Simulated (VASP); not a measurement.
# NaCl in VASP: a series of runs

Aim: see how the results for NaCl move with the level of theory and the settings. Levels: PBE, r2SCAN. Tasks: single point.

Program: VASP 6.6.1. These are calculated values, not measurements. Logs are shortened: lines on timing, memory, paths and dates and some standing lists are left out, and cuts for length are marked.

## (1) The cell of the first run

The structure is tetragonal, space group P4/mmm (No. 123). Conventional cell: a = 3.430 Å, b = 3.430 Å, c = 3.461 Å, α = 90.00°, β = 90.00°, γ = 90.00°. Within 3.9 Å of Na (site symmetry 4/mmm) lie 8 Cl at 2.98 Å and 6 Na at 3.43 to 3.46 Å. Cl (site symmetry 4/mmm) has 8 Na at 2.98 Å and 6 Cl at 3.43 to 3.46 Å within 3.9 Å.

## (2) Single point, PBE (epitaxial xy strain -0.9%)

Contents of INCAR:

```
SYSTEM = NaCl
  PREC = Accurate
  ENCUT = 520
  EDIFF = 1E-7
  ISMEAR = -1
  SIGMA = 0.02
  LREAL = .False.
  LASPH = .True.
  NELM = 80
  ALGO = Normal
  ISIF = 2
  LWAVE = .False.
  LCHARG = .False.
  GGA = PE
  NBANDS = 14
```

Contents of KPOINTS:

```
regular mesh
0
Gamma
  8 8 8
  0 0 0
```

Contents of POSCAR:

```
NaCl
1.0
    3.4301397001      0.0000000000      0.0000000000
    0.0000000000      3.4301397001      0.0000000000
    0.0000000000      0.0000000000      3.4614215117
Na Cl
1 1
Direct
    0.0000000000      0.0000000000      0.0000000000
    0.5000000000      0.5000000000      0.5000000000
```

Potentials or basis: VASP PAW PBE potentials, release 64 (Na_pv, Cl).

Run with:

```
cat potpaw_PBE.64/Na_pv/POTCAR potpaw_PBE.64/Cl/POTCAR > POTCAR
mpirun -np 1 vasp_std > vasp.out
```

OUTCAR:

```text
SYSTEM = NaCl
   PREC = Accurate
   ENCUT = 520
   EDIFF = 1E-7
   ISMEAR = -1
   LREAL = .False.
   LASPH = .True.
   NELM = 80
   ISIF = 2
   GGA = PE

 ion  position               nearest neighbor table
   1  0.000  0.000  0.000-
   2  0.500  0.500  0.500-

  LATTYP: Found a simple tetragonal cell.
 ALAT       =     3.4301397001
 C/A-ratio  =     1.0091196903

  Lattice vectors:

 A1 = (   3.4301397001,   0.0000000000,   0.0000000000)
 A2 = (   0.0000000000,   3.4301397001,   0.0000000000)
 A3 = (   0.0000000000,   0.0000000000,   3.4614215117)

Analysis of symmetry for initial positions (statically):
=====================================================================
 Subroutine PRICEL returns:
 Original cell was already a primitive cell.

 Routine SETGRP: Setting up the symmetry group for a
 simple tetragonal supercell.

 Subroutine GETGRP returns: Found 16 space group operations
 (whereof 16 operations were pure point group operations)
 out of a pool of 16 trial point group operations.

The static configuration has the point symmetry D_4h.

Analysis of symmetry for dynamics (positions and initial velocities):
=====================================================================
 Subroutine PRICEL returns:
 Original cell was already a primitive cell.

 Routine SETGRP: Setting up the symmetry group for a
 simple tetragonal supercell.

 Subroutine GETGRP returns: Found 16 space group operations
 (whereof 16 operations were pure point group operations)
 out of a pool of 16 trial point group operations.

The dynamic configuration has the point symmetry D_4h.

 Subroutine INISYM returns: Found 16 space group operations
 (whereof 16 operations are pure point group operations),
 and found     1 'primitive' translations

----------------------------------------------------------------------------------------

                                     Primitive cell

  volume of cell :      40.7266

  direct lattice vectors                    reciprocal lattice vectors
     3.430139700  0.000000000  0.000000000     0.291533316  0.000000000  0.000000000
     0.000000000  3.430139700  0.000000000     0.000000000  0.291533316  0.000000000
     0.000000000  0.000000000  3.461421512     0.000000000  0.000000000  0.288898649

  length of vectors
     3.430139700  3.430139700  3.461421512     0.291533316  0.291533316  0.288898649

  position of ions in fractional coordinates (direct lattice)
     0.000000000  0.000000000  0.000000000
     0.500000000  0.500000000  0.500000000

  ion indices of the primitive-cell ions
   primitive index   ion index
                 1           1
                 2           2

----------------------------------------------------------------------------------------

 KPOINTS: regular mesh

Automatic generation of k-mesh.
 Grid dimensions read from file:
 generate k-points for:    8    8    8

 Generating k-lattice:

  Cartesian coordinates                     Fractional coordinates (reciprocal lattice)
     0.036441664  0.000000000  0.000000000     0.125000000  0.000000000  0.000000000
     0.000000000  0.036441664  0.000000000     0.000000000  0.125000000  0.000000000
     0.000000000  0.000000000  0.036112331     0.000000000  0.000000000  0.125000000

  Length of vectors
     0.036441664  0.036441664  0.036112331

  Shift w.r.t. Gamma in fractional coordinates (k-lattice)
     0.000000000  0.000000000  0.000000000

 Subroutine IBZKPT returns following result:
 ===========================================

 Found     75 irreducible k-points:

 Following reciprocal coordinates:
            Coordinates               Weight
  0.000000  0.000000  0.000000      1.000000
  0.125000  0.000000  0.000000      4.000000
  0.250000  0.000000  0.000000      4.000000
  0.375000  0.000000  0.000000      4.000000
  0.500000  0.000000  0.000000      2.000000
  0.125000  0.125000  0.000000      4.000000
[... 16 lines left out ...]
  0.375000  0.125000  0.125000     16.000000
  0.500000  0.125000  0.125000      8.000000
 [... further k-points ...]
   k-points           NKPTS =     75   k-points in BZ     NKDIM =     75   number of bands    NBANDS=     14
   number of dos      NEDOS =    301   number of ions     NIONS =      2
   total plane-waves  NPLWV =  21952
   dimension x,y,z NGX =    28 NGY =   28 NGZ =   28
   dimension x,y,z NGXF=    56 NGYF=   56 NGZF=   56
   ions per type =               1   1
   NGX,Y,Z   is equivalent  to a cutoff of  13.57, 13.57, 13.45 a.u.
   NGXF,Y,Z  is equivalent  to a cutoff of  27.14, 27.14, 26.90 a.u.
 SYSTEM =  NaCl
   PREC   = accura    normal or accurate (medium, high low for compatibility)
   ISTART =      0    job   : 0-new  1-cont  2-samecut
   ICHARG =      2    charge: 1-file 2-atom 10-const
   ISPIN  =      1    spin polarized calculation?
   LNONCOLLINEAR =      F non collinear calculations
   LSORBIT =      F    spin-orbit coupling
   LASPH  =      T    aspherical Exc in radial PAW
   ENCUT  =  520.0 eV  38.22 Ry    6.18 a.u.   6.38  6.38  6.44*2*pi/ulx,y,z
   NELM   =     80;   NELMIN=  2; NELMDL= -5     # of ELM steps
   EDIFF  = 0.1E-06   stopping-criterion for ELM
   LREAL  =      F    real-space projection
   EDIFFG = 0.1E-05   stopping-criterion for IOM
   NSW    =      0    number of steps for IOM
   IBRION =     -1    ionic relax: 0-MD 1-quasi-New 2-CG
   NFREE  =      0    steps in history (QN), initial steepest desc. (CG)
   ISIF   =      2    stress and relaxation
   ISYM   =      2    0-nonsym 1-usesym 2-fastsym
   POTIM  = 0.5000    time-step for ionic-motion
   TEBEG  =    0.0;   TEEND  =   0.0 temperature during run
   PSTRESS=    0.0 pullay stress
   NELECT =      14.0000    total number of electrons
   NUPDOWN=      -1.0000    fix difference up-down
   EMIN   =  10.00;   EMAX   =-10.00  energy-range for DOS
   EFERMI =   0.00;   METHOD = LEGACY
   ISMEAR =    -1;   SIGMA  =   0.02  broadening in eV -4-tet -1-fermi 0-gaus
   EFERMI_NEDOS =   21; number of points for ismear=-14 and -15
   IALGO  =     38    algorithm
   IMIX   =      4    mixing-type and parameters
     AMIX     =   0.40;   BMIX     =  1.00
     AMIX_MAG =   1.60;   BMIX_MAG =  1.00
  volume/ion in A,a.u.               =      20.36       137.42
  Fermi-wavevector in a.u.,A,eV,Ry     =   1.146810  2.167157 17.894018  1.315173
  Thomas-Fermi vector in A             =   2.283493
   LORBIT       =      0    0 simple, 1 ext, 2 COOP (PROOUT), +10 PAW based schemes
   GGA     = PE    functional components
   LHFCALC =     F    Hartree Fock is set to
   AEXX    =    0.0000 exact exchange contribution
   IVDW    =     0    specifies the selected vdW correction
   LEPSILON=     F    determine dielectric tensor
   LRPA    =     F    only Hartree local field effects (RPA)
 non-spin polarized calculation
  energy-cutoff  :      520.00
  volume of cell :       40.73
 maximum number of plane-waves:      1108
 NGX is ok and might be reduce to    28
   NGX = 13   NGY = 13   NGZ = 13

 number of electron      14.0000008 magnetization

 Free energy of the ion-electron system (eV)
  ---------------------------------------------------
  ext. energy  EPLUGINS =         0.00000000
  ---------------------------------------------------
  free energy    TOTEN  =        -6.45619554 eV

  energy without entropy =       -6.45619554  energy(sigma->0) =       -6.45619554

 E-fermi :   1.2607     XC(G=0):  -8.6653

 val. band max:        0.8261463578   @ k =   0.5000   0.0000   0.5000
 cond. band min:       4.9696117101   @ k =   0.0000   0.0000   0.0000
 fundamental gap:      4.1434653523
 Fermi energy:         1.2606720478

 k-point     1 :       0.0000    0.0000    0.0000
  band No.  band energies     occupation
      1     -21.2192      2.00000
      2     -21.2192      2.00000
      3     -21.2178      2.00000
      4     -12.7618      2.00000
      5       0.2173      2.00000
      6       0.2989      2.00000
      7       0.2989      2.00000
      8       4.9696      0.00000
      9       9.2834      0.00000
     10       9.3677      0.00000
     11      16.8630      0.00000
     12      16.8630      0.00000
     13      16.9046      0.00000
     14      17.0020      0.00000

 k-point     2 :       0.1250    0.0000    0.0000
  band No.  band energies     occupation
      1     -21.2268      2.00000
      2     -21.2186      2.00000
      3     -21.2171      2.00000
      4     -12.7047      2.00000
      5      -0.2387      2.00000
      6       0.2536      2.00000
      7       0.3346      2.00000
      8       5.4309      0.00000
      9       9.4786      0.00000
     10       9.7450      0.00000
     11      15.3256      0.00000
     12      15.4907      0.00000
     13      16.5733      0.00000
     14      16.9858      0.00000

 k-point     3 :       0.2500    0.0000    0.0000
  band No.  band energies     occupation
      1     -21.2451      2.00000
      2     -21.2169      2.00000
      3     -21.2154      2.00000
      4     -12.5610      2.00000
      5      -1.2545      2.00000
      6       0.3439      2.00000
      7       0.4234      2.00000
      8       6.3445      0.00000
      9       9.9987      0.00000
     10      10.3858      0.00000
     11      13.9336      0.00000
     12      14.1086      0.00000
     13      16.3044      0.00000
     14      16.7401      0.00000
[... 324 lines left out ...]
 k-point    23 :       0.3750    0.1250    0.1250
  band No.  band energies     occupation
      1     -21.2603      2.00000
      2     -21.2214      2.00000
      3     -21.2191      2.00000
      4     -12.3214      2.00000
      5      -1.9027      2.00000
      6       0.0546      2.00000
      7       0.1658      2.00000
      8       7.9397      0.00000
      9       9.8262      0.00000
     10      10.7762      0.00000
     11      12.2378      0.00000
     12      13.6771      0.00000
     13      15.0986      0.00000
     14      17.0388      0.00000

 k-point    24 :       0.5000    0.1250    0.1250
  band No.  band energies     occupation
      1     -21.2674      2.00000
      2     -21.2206      2.00000
      3     -21.2183      2.00000
      4     -12.2596      2.00000
      5      -2.1948      2.00000
      6       0.1157      2.00000
      7       0.2154      2.00000
      8       8.7788      0.00000
      9       8.9242      0.00000
     10      10.9004      0.00000
     11      11.9890      0.00000
     12      13.8061      0.00000
     13      15.1841      0.00000
     14      16.4919      0.00000

 [... further k-points ...]

------------------------ aborting loop because EDIFF is reached ----------------------------------------

  FORCE on cell =-STRESS in cart. coord.  units (eV):
  Direction    XX          YY          ZZ          XY          YZ          ZX
  --------------------------------------------------------------------------------------
  -------------------------------------------------------------------------------------
  Total        0.4804545      0.4804545      0.2878384      0.0000000      0.0000000      0.0000000
  in kB       18.9009978     18.9009978     11.3235139      0.0000000      0.0000000      0.0000000
  external PRESSURE =      16.3751699 kB  Pullay stress =       0.0000000 kB

 VOLUME and BASIS-vectors are now :
 -----------------------------------------------------------------------------
  energy-cutoff  :      520.00
  volume of cell :       40.73
      direct lattice vectors                 reciprocal lattice vectors
     3.430139700  0.000000000  0.000000000     0.291533316  0.000000000  0.000000000
     0.000000000  3.430139700  0.000000000     0.000000000  0.291533316  0.000000000
     0.000000000  0.000000000  3.461421512     0.000000000  0.000000000  0.288898649

 POSITION                                       TOTAL-FORCE (eV/Angst)
 -----------------------------------------------------------------------------------
      0.00000      0.00000      0.00000         0.000000      0.000000      0.000000
      1.71507      1.71507      1.73071         0.000000      0.000000      0.000000
 -----------------------------------------------------------------------------------
    total drift:                                0.000000      0.000000      0.000000

  FREE ENERGIE OF THE ION-ELECTRON SYSTEM (eV)
  ---------------------------------------------------
  free  energy   TOTEN  =        -6.4561955409 eV

  energy  without entropy=       -6.4561955409  energy(sigma->0) =       -6.45619554
```

It took 28 s on 1 thread of AMD EPYC 7R13 (Zen 3), shared host; peak memory 0.14 GiB.

What came out:

```
Free energy            : -6.4562 eV
Pressure               : 1.6 GPa
Band gap on the k mesh : 4.14 eV (least direct gap 4.67 eV)
```

Stress tensor (GPa, compression positive):
```
1.89 0.00 0.00
0.00 1.89 0.00
0.00 0.00 1.13
```

Levels at points of the mesh, in eV from the valence-band top:
```tsv
k point	band 3	band 4	band 5	band 6	band 7	band 8	band 9	band 10	band 11	band 12
(0.00, 0.00, 0.00)	-22.04	-13.59	-0.61	-0.53	-0.53	4.14	8.46	8.54	16.04	16.04
(0.50, 0.00, 0.00)	-22.04	-13.17	-3.20	-0.35	-0.27	7.06	8.93	10.47	11.84	12.02
(0.50, 0.50, 0.00)	-22.04	-12.86	-2.46	-2.46	-0.06	5.55	9.92	11.35	11.35	12.57
(0.00, 0.00, 0.50)	-22.04	-13.19	-3.20	-0.29	-0.29	7.10	8.88	10.48	12.00	12.00
(0.50, 0.00, 0.50)	-22.04	-12.88	-2.49	-2.46	0.00	5.50	10.00	11.33	11.42	12.71
(0.50, 0.50, 0.50)	-22.07	-12.56	-2.04	-2.04	-2.01	7.10	7.10	7.10	12.06	16.26
```

Caveat: the cell differs from its parent crystal (epitaxial xy strain -0.9%). A k mesh can miss the band edges.

(Continued in part 2 of 3.)
